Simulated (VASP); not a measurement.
# Al (P6_3/mmc) in VASP: further runs, part 2 of 2

VASP 6.6.1.

### 5 Single point, LDA

This run uses another cell than the first one, of 15.95 Å³/atom, 1.190 times its volume.

Contents of INCAR:

```
SYSTEM = Al
  ALGO = Normal
  EDIFF = 1E-6
  ENCUT = 520
  GGA = CA
  ISIF = 2
  ISMEAR = -1
  LASPH = .TRUE.
  LCHARG = .FALSE.
  LREAL = .FALSE.
  LWAVE = .FALSE.
  NBANDS = 10
  NELM = 80
  PREC = Accurate
  SIGMA = 0.08
```

Contents of KPOINTS:

```
k-points
0
G
  15 15 8
  0 0 0
```

Contents of POSCAR:

```
Al
1.0
    2.8153452860      0.0000000000      0.0000000000
   -1.4076726430      2.4381605381      0.0000000000
    0.0000000000      0.0000000000      4.6472138214
Al
2
Direct
    0.3333333333      0.6666666667      0.2500000000
    0.6666666667      0.3333333333      0.7500000000
```

Potentials or basis: VASP PAW LDA potentials, release 64 (Al).

Started as:

```
$ cat potpaw_LDA.64/Al/POTCAR > POTCAR
$ mpirun -np 1 vasp_std > vasp.out
```

OUTCAR:

```text
SYSTEM = Al
   EDIFF = 1E-6
   ENCUT = 520
   GGA = CA
   ISIF = 2
   ISMEAR = -1
   LASPH = .TRUE.
   LREAL = .FALSE.
   NELM = 80
   PREC = Accurate

 ion  position               nearest neighbor table
   1  0.333  0.667  0.250-   2 2.84   2 2.84   2 2.84   2 2.84   2 2.84   2 2.84
   2  0.667  0.333  0.750-   1 2.84   1 2.84   1 2.84   1 2.84   1 2.84   1 2.84

  LATTYP: Found a hexagonal cell.
 ALAT       =     2.8153452860
 C/A-ratio  =     1.6506727770

  Lattice vectors:

 A1 = (   2.8153452860,   0.0000000000,   0.0000000000)
 A2 = (  -1.4076726430,   2.4381605381,   0.0000000000)
 A3 = (   0.0000000000,   0.0000000000,   4.6472138214)

Analysis of symmetry for initial positions (statically):
=====================================================================
 Subroutine PRICEL returns:
 Original cell was already a primitive cell.

 Routine SETGRP: Setting up the symmetry group for a
 hexagonal supercell.

 Subroutine GETGRP returns: Found 24 space group operations
 (whereof 12 operations were pure point group operations)
 out of a pool of 24 trial point group operations.

The static configuration has the point symmetry D_3d.
[... 166 lines left out ...]
 cond. band min:       8.1933830615   @ k =   0.3333   0.0000   0.1250
 fundamental gap:      0.0473716663
 Fermi energy:         8.1632499279

 k-point     1 :       0.0000    0.0000    0.0000
  band No.  band energies     occupation
      1      -3.1903      2.00000
      2       3.4066      2.00000
      3       3.5709      2.00000
      4      19.0553      0.00000
      5      19.0553      0.00000
      6      19.4064      0.00000
      7      19.4064      0.00000
      8      20.2572      0.00000
      9      22.3491      0.00000
     10      22.5780      0.00000
[... 287 lines left out ...]
 k-point    24 :       0.4000    0.2000    0.0000
  band No.  band energies     occupation
      1       3.5034      2.00000
      2       3.6532      2.00000
      3       8.0643      1.55015
      4       9.4272      0.00000
      5       9.8473      0.00000
      6      10.2856      0.00000
      7      11.2336      0.00000
      8      14.7163      0.00000
      9      15.0646      0.00000
     10      21.9703      0.00000

 [... further k-points ...]
[... 5 lines left out ...]
  --------------------------------------------------------------------------------------
  -------------------------------------------------------------------------------------
  Total        0.0154291      0.0154291      0.0184872     -0.0000000     -0.0000000      0.0000000
  in kB        0.7749334      0.7749334      0.9285265     -0.0000000     -0.0000000      0.0000000
  external PRESSURE =       0.8261311 kB  Pullay stress =       0.0000000 kB

 VOLUME and BASIS-vectors are now :
 -----------------------------------------------------------------------------
  energy-cutoff  :      520.00
  volume of cell :       31.90
      direct lattice vectors                 reciprocal lattice vectors
     2.815345286  0.000000000  0.000000000     0.355196219  0.205072632  0.000000000
    -1.407672643  2.438160538  0.000000000     0.000000000  0.410145265  0.000000000
     0.000000000  0.000000000  4.647213821     0.000000000  0.000000000  0.215182696

 POSITION                                       TOTAL-FORCE (eV/Angst)
 -----------------------------------------------------------------------------------
     -0.00000      1.62544      1.16180        -0.000000      0.000000      0.000000
      1.40767      0.81272      3.48541         0.000000     -0.000000      0.000000
 -----------------------------------------------------------------------------------
    total drift:                                0.000000     -0.000000     -0.000000

  FREE ENERGIE OF THE ION-ELECTRON SYSTEM (eV)
  ---------------------------------------------------
  free  energy   TOTEN  =        -8.3272362062 eV

  energy  without entropy=       -8.3113530063  energy(sigma->0) =       -8.31929461
```

OSZICAR:

```text
N       E                     dE             d eps       ncg     rms          rms(c)
DAV:   1    -0.109027544040E+01   -0.10903E+01   -0.23489E+03  2708   0.474E+02
DAV:   2    -0.823903270482E+01   -0.71488E+01   -0.68926E+01  3568   0.544E+01
DAV:   3    -0.838865332238E+01   -0.14962E+00   -0.14813E+00  3600   0.620E+00
DAV:   4    -0.838915783932E+01   -0.50452E-03   -0.50447E-03  3218   0.420E-01
DAV:   5    -0.838916046540E+01   -0.26261E-05   -0.26254E-05  3292   0.309E-02    0.198E+00
DAV:   6    -0.835143695503E+01    0.37724E-01   -0.50179E-03  3012   0.323E-01    0.111E+00
DAV:   7    -0.832742523039E+01    0.24012E-01   -0.11565E-02  2872   0.479E-01    0.193E-01
DAV:   8    -0.832723663720E+01    0.18859E-03   -0.14930E-04  3760   0.666E-02    0.138E-02
DAV:   9    -0.832723620618E+01    0.43102E-06   -0.56503E-07  2914   0.451E-03
   1 F= -.83272362E+01 E0= -.83192946E+01  d E =-.158832E-01
```

Wall time 8.2 s (1 thread of Intel Xeon 6975P-C (Granite Rapids), shared host); peak memory 0.15 GiB.

What came out:

| Quantity | Value |
| --- | --- |
| Free energy | -8.3272 eV |
| Pressure | 0.1 GPa |
| Band gap on the k mesh | zero (band 3 reaches 12.33 eV, above the bottom of band 4 at 4.98 eV) |

### 6 Summary

| cell | gap on the mesh (eV) | pressure (GPa) |
| --- | --- | --- |
| a = 2.659, b = 2.659, c = 4.376 Å, angles 90.0, 90.0, 120.0°, 2 atoms | none | 20.8 |
| a = 2.741, b = 2.741, c = 4.510 Å, angles 90.0, 90.0, 120.0°, 2 atoms | none | 8.2 |
| a = 2.815, b = 2.815, c = 4.647 Å, angles 90.0, 90.0, 120.0°, 2 atoms | none | 0.1 |

Alike in all rows: task single point; level LDA; potentials or basis VASP PAW LDA potentials, release 64 (Al); no spin polarisation; k mesh 15 × 15 × 8; cutoff (eV) 520; smearing fermi-dirac 0.08 eV.

Absolute energies hang on the potentials; compare differences alone.
